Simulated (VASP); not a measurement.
# InSb (R-3m) in VASP: notebook

Runs on InSb. Level: PBEsol. Tasks: single point.

Everything below comes from runs of VASP 6.6.1. Logs are shortened: lines on timing, memory, paths and dates and some standing lists are left out, and cuts for length are marked.

## Step 1: The cell of the first run

Symmetry: R-3m, No. 166, trigonal system. The conventional cell has a = 4.589 Å, b = 4.589 Å, c = 9.554 Å, α = 90.00°, β = 90.00°, γ = 120.00°. In (site symmetry -3m) has 6 Sb at 3.09 Å within 4.1 Å. Within 4.1 Å of Sb (site symmetry -3m) lie 6 In at 3.09 Å.

## Step 2: Single point, PBEsol

Input file INCAR:

```
SYSTEM = InSb
ALGO = Normal
EDIFF = 1E-6
ENCUT = 520
GGA = PS
ISIF = 2
ISMEAR = 0
LASPH = .TRUE.
LCHARG = .TRUE.
LELF = .TRUE.
LREAL = .FALSE.
LVHAR = .TRUE.
LWAVE = .FALSE.
NBANDS = 16
NELM = 80
PREC = Accurate
SIGMA = 0.15
```

Input file KPOINTS:

```
k-points
0
G
  16 16 16
  0 0 0
```

Input file POSCAR:

```
InSb
1.0
   -0.3244606838      2.9201461544      2.9201461544
    2.9201461544     -0.3244606838      2.9201461544
    2.9201461544      2.9201461544     -0.3244606838
In Sb
1 1
Direct
    0.0000000000      0.0000000000      0.0000000000
    0.5000000000      0.5000000000      0.5000000000
```

Potentials or basis: VASP PAW PBE potentials, release 64 (In_d, Sb).

Launch:

```console
$ cat potpaw_PBE.64/In_d/POTCAR potpaw_PBE.64/Sb/POTCAR > POTCAR
$ mpirun -np 1 vasp_std > vasp.out
```

OUTCAR:

```text
SYSTEM = InSb
   EDIFF = 1E-6
   ENCUT = 520
   GGA = PS
   ISIF = 2
   ISMEAR = 0
   LASPH = .TRUE.
   LREAL = .FALSE.
   NELM = 80
   PREC = Accurate

 ion  position               nearest neighbor table
   1  0.000  0.000  0.000-   2 3.09   2 3.09   2 3.09   2 3.09   2 3.09   2 3.09
   2  0.500  0.500  0.500-   1 3.09   1 3.09   1 3.09   1 3.09   1 3.09   1 3.09

  LATTYP: Found a trigonal (rhomboedric) cell.
 ALAT       =     4.1424367058
 COS(alpha) =     0.3865030675

  Lattice vectors:

 A1 = (  -0.3244606838,   2.9201461544,   2.9201461544)
 A2 = (   2.9201461544,  -0.3244606838,   2.9201461544)
 A3 = (   2.9201461544,   2.9201461544,  -0.3244606838)

Analysis of symmetry for initial positions (statically):
=====================================================================
 Subroutine PRICEL returns:
 Original cell was already a primitive cell.

 Routine SETGRP: Setting up the symmetry group for a
 trigonal (rhombohedral) supercell.

 Subroutine GETGRP returns: Found 12 space group operations
 (whereof 12 operations were pure point group operations)
 out of a pool of 12 trial point group operations.

The static configuration has the point symmetry D_3d.

Analysis of symmetry for dynamics (positions and initial velocities):
=====================================================================
 Subroutine PRICEL returns:
 Original cell was already a primitive cell.

 Routine SETGRP: Setting up the symmetry group for a
 trigonal (rhombohedral) supercell.

 Subroutine GETGRP returns: Found 12 space group operations
 (whereof 12 operations were pure point group operations)
 out of a pool of 12 trial point group operations.

The dynamic configuration has the point symmetry D_3d.

 Subroutine INISYM returns: Found 12 space group operations
 (whereof 12 operations are pure point group operations),
 and found     1 'primitive' translations

----------------------------------------------------------------------------------------

                                     Primitive cell

  volume of cell :      58.0678

  direct lattice vectors                    reciprocal lattice vectors
    -0.324460684  2.920146154  2.920146154    -0.145037060  0.163166692  0.163166692
     2.920146154 -0.324460684  2.920146154     0.163166692 -0.145037060  0.163166692
     2.920146154  2.920146154 -0.324460684     0.163166692  0.163166692 -0.145037060

  length of vectors
     4.142436706  4.142436706  4.142436706     0.272548138  0.272548138  0.272548138

  position of ions in fractional coordinates (direct lattice)
     0.000000000  0.000000000  0.000000000
     0.500000000  0.500000000  0.500000000

  ion indices of the primitive-cell ions
   primitive index   ion index
                 1           1
                 2           2

----------------------------------------------------------------------------------------

 KPOINTS: k-points

Automatic generation of k-mesh.
 Grid dimensions read from file:
 generate k-points for:   16   16   16

 Generating k-lattice:

  Cartesian coordinates                     Fractional coordinates (reciprocal lattice)
    -0.009064816  0.010197918  0.010197918     0.062500000  0.000000000  0.000000000
     0.010197918 -0.009064816  0.010197918     0.000000000  0.062500000  0.000000000
     0.010197918  0.010197918 -0.009064816     0.000000000  0.000000000  0.062500000

  Length of vectors
     0.017034259  0.017034259  0.017034259

  Shift w.r.t. Gamma in fractional coordinates (k-lattice)
     0.000000000  0.000000000  0.000000000

 Subroutine IBZKPT returns following result:
 ===========================================

 Found    417 irreducible k-points:

 Following reciprocal coordinates:
            Coordinates               Weight
  0.000000  0.000000  0.000000      1.000000
  0.062500  0.000000  0.000000      6.000000
  0.125000  0.000000  0.000000      6.000000
  0.187500  0.000000  0.000000      6.000000
  0.250000  0.000000  0.000000      6.000000
  0.312500  0.000000  0.000000      6.000000
[... 16 lines left out ...]
 -0.125000  0.062500 -0.000000     12.000000
 -0.062500  0.062500  0.000000      6.000000
 [... further k-points ...]
   k-points           NKPTS =    417   k-points in BZ     NKDIM =    417   number of bands    NBANDS=     16
   number of dos      NEDOS =    301   number of ions     NIONS =      2
   total plane-waves  NPLWV =  32768
   dimension x,y,z NGX =    32 NGY =   32 NGZ =   32
   dimension x,y,z NGXF=    64 NGYF=   64 NGZF=   64
   ions per type =               1   1
   NGX,Y,Z   is equivalent  to a cutoff of  12.84, 12.84, 12.84 a.u.
   NGXF,Y,Z  is equivalent  to a cutoff of  25.68, 25.68, 25.68 a.u.
 SYSTEM =  InSb
   PREC   = accura    normal or accurate (medium, high low for compatibility)
   ISTART =      0    job   : 0-new  1-cont  2-samecut
   ICHARG =      2    charge: 1-file 2-atom 10-const
   ISPIN  =      1    spin polarized calculation?
   LNONCOLLINEAR =      F non collinear calculations
   LSORBIT =      F    spin-orbit coupling
   LASPH  =      T    aspherical Exc in radial PAW
   ENCUT  =  520.0 eV  38.22 Ry    6.18 a.u.   7.70  7.70  7.70*2*pi/ulx,y,z
   NELM   =     80;   NELMIN=  2; NELMDL= -5     # of ELM steps
   EDIFF  = 0.1E-05   stopping-criterion for ELM
   LREAL  =      F    real-space projection
   EDIFFG = 0.1E-04   stopping-criterion for IOM
   NSW    =      0    number of steps for IOM
   IBRION =     -1    ionic relax: 0-MD 1-quasi-New 2-CG
   NFREE  =      0    steps in history (QN), initial steepest desc. (CG)
   ISIF   =      2    stress and relaxation
   ISYM   =      2    0-nonsym 1-usesym 2-fastsym
   POTIM  = 0.5000    time-step for ionic-motion
   TEBEG  =    0.0;   TEEND  =   0.0 temperature during run
   PSTRESS=    0.0 pullay stress
   NELECT =      18.0000    total number of electrons
   NUPDOWN=      -1.0000    fix difference up-down
   EMIN   =  10.00;   EMAX   =-10.00  energy-range for DOS
   EFERMI =   0.00;   METHOD = LEGACY
   ISMEAR =     0;   SIGMA  =   0.15  broadening in eV -4-tet -1-fermi 0-gaus
   EFERMI_NEDOS =   21; number of points for ismear=-14 and -15
   IALGO  =     38    algorithm
   IMIX   =      4    mixing-type and parameters
     AMIX     =   0.40;   BMIX     =  1.00
     AMIX_MAG =   1.60;   BMIX_MAG =  1.00
  volume/ion in A,a.u.               =      29.03       195.93
  Fermi-wavevector in a.u.,A,eV,Ry     =   1.107951  2.093724 16.701910  1.227556
  Thomas-Fermi vector in A             =   2.244472
   LORBIT       =      0    0 simple, 1 ext, 2 COOP (PROOUT), +10 PAW based schemes
   GGA     = PS    functional components
   LHFCALC =     F    Hartree Fock is set to
   AEXX    =    0.0000 exact exchange contribution
   IVDW    =     0    specifies the selected vdW correction
   LEPSILON=     F    determine dielectric tensor
   LRPA    =     F    only Hartree local field effects (RPA)
 non-spin polarized calculation
 Gauss-broadening in eV      SIGMA  =   0.15
  energy-cutoff  :      520.00
  volume of cell :       58.07
 maximum number of plane-waves:      1601
   NGX = 15   NGY = 15   NGZ = 15

 number of electron      17.9999992 magnetization

 Free energy of the ion-electron system (eV)
  ---------------------------------------------------
  ext. energy  EPLUGINS =         0.00000000
  ---------------------------------------------------
  free energy    TOTEN  =        -7.45716017 eV

  energy without entropy =       -7.44437170  energy(sigma->0) =       -7.45076594

 E-fermi :   6.4493     XC(G=0):  -9.8682

 val. band max:        6.4473661424   @ k =   0.2500   0.1250   0.1250
 cond. band min:       6.4503200874   @ k =   0.4375   0.2500   0.0625
 fundamental gap:      0.0029539450
 Fermi energy:         6.4493362183

 k-point     1 :       0.0000    0.0000    0.0000
  band No.  band energies     occupation
      1      -7.8668      2.00000
      2      -7.8668      2.00000
      3      -7.8316      2.00000
      4      -7.8305      2.00000
      5      -7.8305      2.00000
      6      -4.4615      2.00000
[... 8 lines left out ...]
     15      12.7138      0.00000
     16      14.4389      0.00000

 k-point     2 :       0.0625    0.0000    0.0000
  band No.  band energies     occupation
      1      -7.8682      2.00000
      2      -7.8663      2.00000
      3      -7.8313      2.00000
      4      -7.8305      2.00000
      5      -7.8299      2.00000
      6      -4.4230      2.00000
[... 8 lines left out ...]
     15      12.6601      0.00000
     16      14.1893      0.00000

 k-point     3 :       0.1250    0.0000    0.0000
  band No.  band energies     occupation
      1      -7.8720      2.00000
      2      -7.8652      2.00000
      3      -7.8315      2.00000
      4      -7.8292      2.00000
      5      -7.8284      2.00000
      6      -4.3084      2.00000
[... 8 lines left out ...]
     15      12.8047      0.00000
     16      14.1780      0.00000

 k-point     4 :       0.1875    0.0000    0.0000
  band No.  band energies     occupation
      1      -7.8779      2.00000
      2      -7.8647      2.00000
      3      -7.8322      2.00000
      4      -7.8259      2.00000
      5      -7.8258      2.00000
      6      -4.1206      2.00000
[... 8 lines left out ...]
     15      13.0075      0.00000
     16      14.6343      0.00000
[... 324 lines left out ...]
 k-point    22 :      -0.1875    0.0625   -0.0000
  band No.  band energies     occupation
      1      -7.8788      2.00000
      2      -7.8682      2.00000
      3      -7.8318      2.00000
      4      -7.8255      2.00000
      5      -7.8232      2.00000
      6      -4.0203      2.00000
[... 8 lines left out ...]
     15      13.4431      0.00000
     16      14.9665      0.00000

 k-point    23 :      -0.1250    0.0625   -0.0000
  band No.  band energies     occupation
      1      -7.8726      2.00000
      2      -7.8680      2.00000
      3      -7.8315      2.00000
      4      -7.8288      2.00000
      5      -7.8258      2.00000
      6      -4.2277      2.00000
[... 8 lines left out ...]
     15      13.1919      0.00000
     16      14.7080      0.00000

 k-point    24 :      -0.0625    0.0625    0.0000
  band No.  band energies     occupation
      1      -7.8685      2.00000
      2      -7.8681      2.00000
      3      -7.8311      2.00000
      4      -7.8305      2.00000
      5      -7.8282      2.00000
      6      -4.3632      2.00000
[... 8 lines left out ...]
     15      12.9938      0.00000
     16      14.7408      0.00000

 [... further k-points ...]
[... 5 lines left out ...]
  --------------------------------------------------------------------------------------
  -------------------------------------------------------------------------------------
  Total       -1.0441993     -1.0441993     -1.0441993      0.4118837      0.4118837      0.4118837
  in kB      -28.8110313    -28.8110313    -28.8110313     11.3644933     11.3644933     11.3644933
  external PRESSURE =     -28.8110313 kB  Pullay stress =       0.0000000 kB

 VOLUME and BASIS-vectors are now :
 -----------------------------------------------------------------------------
  energy-cutoff  :      520.00
  volume of cell :       58.07
      direct lattice vectors                 reciprocal lattice vectors
    -0.324460684  2.920146154  2.920146154    -0.145037060  0.163166692  0.163166692
     2.920146154 -0.324460684  2.920146154     0.163166692 -0.145037060  0.163166692
     2.920146154  2.920146154 -0.324460684     0.163166692  0.163166692 -0.145037060

 POSITION                                       TOTAL-FORCE (eV/Angst)
 -----------------------------------------------------------------------------------
      0.00000      0.00000      0.00000        -0.000000      0.000000      0.000000
      2.75792      2.75792      2.75792         0.000000     -0.000000     -0.000000
 -----------------------------------------------------------------------------------
    total drift:                                0.000000     -0.000000     -0.000000

  FREE ENERGIE OF THE ION-ELECTRON SYSTEM (eV)
  ---------------------------------------------------
  free  energy   TOTEN  =        -7.4571601741 eV

  energy  without entropy=       -7.4443716964  energy(sigma->0) =       -7.45076594
```

Run time: 2.9 min. Hardware: 1 thread of Intel Xeon Platinum 8488C (Sapphire Rapids), shared host; peak memory 0.5 GiB.

What came out:

* Free energy: -7.4572 eV
* Pressure: -2.9 GPa
* Band gap on the k mesh: zero (band 9 reaches 7.29 eV, above the bottom of band 10 at 5.13 eV)

Stress tensor (GPa, compression positive):
```
-2.88  1.14  1.14
 1.14 -2.88  1.14
 1.14  1.14 -2.88
```

Caveat: the PAW data sets were made with another functional, which shifts forces and pressure a little; spin-orbit coupling is left out, which moves the levels of the heavy elements.

## Step 3: Single point, PBEsol

This run uses another cell than the first one, of the same volume but with other edges.

Input file INCAR:

```
SYSTEM = InSb
  PREC = Accurate
  ENCUT = 520
  EDIFF = 1E-6
  ISMEAR = 0
  SIGMA = 0.15
  LREAL = .FALSE.
  LASPH = .TRUE.
  NELM = 60
  ALGO = Normal
  ISIF = 2
  LWAVE = .FALSE.
  LCHARG = .FALSE.
  GGA = PS
  NBANDS = 16
```

Input file KPOINTS:

```
regular mesh
0
G
  16 16 16
  0 0 0
```

Input file POSCAR:

```
InSb
1.0
    0.3856381958      3.2779246640      3.2779246640
    3.2779246640      0.3856381958      3.2779246640
    3.2779246640      3.2779246640      0.3856381958
In Sb
1 1
Direct
    0.0000000000      0.0000000000      0.0000000000
    0.5000000000      0.5000000000      0.5000000000
```

Potentials or basis: VASP PAW PBE potentials, release 64 (In_d, Sb).

Launch:

```console
$ cat potpaw_PBE.64/In_d/POTCAR potpaw_PBE.64/Sb/POTCAR > POTCAR
$ mpirun -np 1 vasp_std > vasp.out
```

It took 4.4 min on 1 thread of Intel Xeon Platinum 8488C (Sapphire Rapids), shared host; peak memory 0.52 GiB.

The run converged. Its results:

```
Free energy            : -7.4463 eV
Pressure               : -2.8 GPa
Band gap on the k mesh : zero (band 9 reaches 7.64 eV, above the bottom of band 10 at 5.16 eV)
```

Stress tensor (GPa, compression positive):
```
-2.80 -1.25 -1.25
-1.25 -2.80 -1.25
-1.25 -1.25 -2.80
```

Levels at points of the mesh, in eV from the Fermi level:
| k point | band 5 | band 6 | band 7 | band 8 | band 9 | band 10 | band 11 | band 12 | band 13 | band 14 |
| --- | --- | --- | --- | --- | --- | --- | --- | --- | --- | --- |
| (0.00, 0.00, 0.00) | -14.35 | -11.00 | -1.56 | -1.29 | 0.67 | 0.67 | 5.33 | 6.00 | 6.00 | 6.31 |
| (0.50, 0.00, 0.00) | -14.32 | -9.05 | -6.21 | -0.44 | 0.41 | 0.88 | 2.41 | 2.66 | 2.68 | 7.82 |
| (0.50, 0.50, 0.00) | -14.31 | -8.53 | -4.46 | -3.50 | -2.78 | -1.38 | 3.31 | 7.39 | 7.49 | 9.11 |
| (0.50, 0.50, 0.50) | -14.34 | -9.70 | -7.02 | 1.07 | 1.07 | 3.31 | 3.48 | 3.48 | 4.37 | 8.85 |

Caveat: the PAW data sets were made with another functional, which shifts forces and pressure a little; spin-orbit coupling is left out, which moves the levels of the heavy elements.

## Step 4: Single point, PBEsol

This run uses another cell than the first one, of the same volume but with other edges.

Input file INCAR:

```
PREC     = Accurate       # precision mode
ENCUT    = 520            # plane-wave cutoff, eV
EDIFF    = 1E-6           # SCF threshold, eV
ISMEAR   = 0              # smearing method
SIGMA    = 0.15           # smearing width, eV
LREAL    = F              # projectors in reciprocal space
LASPH    = T              # aspherical terms in the spheres
NELM     = 80             # most SCF steps
ALGO     = Normal         # electronic algorithm
ISIF     = 2              # what is computed and relaxed
LWAVE    = F              # write WAVECAR
LCHARG   = F              # write CHGCAR
GGA      = PS             # functional
NBANDS   = 16             # bands
```

Input file KPOINTS:

```
Automatic mesh
0
Gamma
  16 16 16
```

Input file POSCAR:

```
InSb
1.0
    1.2017815386      3.7770276927      3.7770276927
    3.7770276927      1.2017815386      3.7770276927
    3.7770276927      3.7770276927      1.2017815386
In Sb
1 1
Direct
    0.0000000000      0.0000000000      0.0000000000
    0.5000000000      0.5000000000      0.5000000000
```

Launch:

```console
$ cat potpaw_PBE.64/In_d/POTCAR potpaw_PBE.64/Sb/POTCAR > POTCAR
$ mpirun -np 1 vasp_std > vasp.out
```

Wall time 8.2 min (1 thread of Intel Xeon Platinum 8488C (Sapphire Rapids), shared host); peak memory 0.57 GiB.

The run converged. Its results:

- Free energy: -7.2134 eV
- Pressure: -3.6 GPa
- Band gap on the k mesh: zero (band 9 reaches 9.66 eV, above the bottom of band 10 at 5.29 eV)

Stress tensor (GPa, compression positive):
```
-3.63  0.49  0.49
 0.49 -3.63  0.49
 0.49  0.49 -3.63
```

Levels at points of the mesh, in eV from the Fermi level:
```csv
k point,band 7,band 8,band 9,band 10,band 11,band 12
"(0.00, 0.00, 0.00)",-4.56,-3.83,2.67,2.67,7.17,7.37
"(0.50, 0.00, 0.00)",-5.62,-1.93,-0.95,1.04,1.11,2.06
"(0.50, 0.50, 0.00)",-4.59,-3.58,-3.26,0.32,3.52,4.39
"(0.50, 0.50, 0.50)",-7.80,2.66,2.85,2.85,3.65,6.16
```

Caveat: the PAW data sets were made with another functional, which shifts forces and pressure a little; spin-orbit coupling is left out, which moves the levels of the heavy elements.

(Continued in part 2 of 2.)
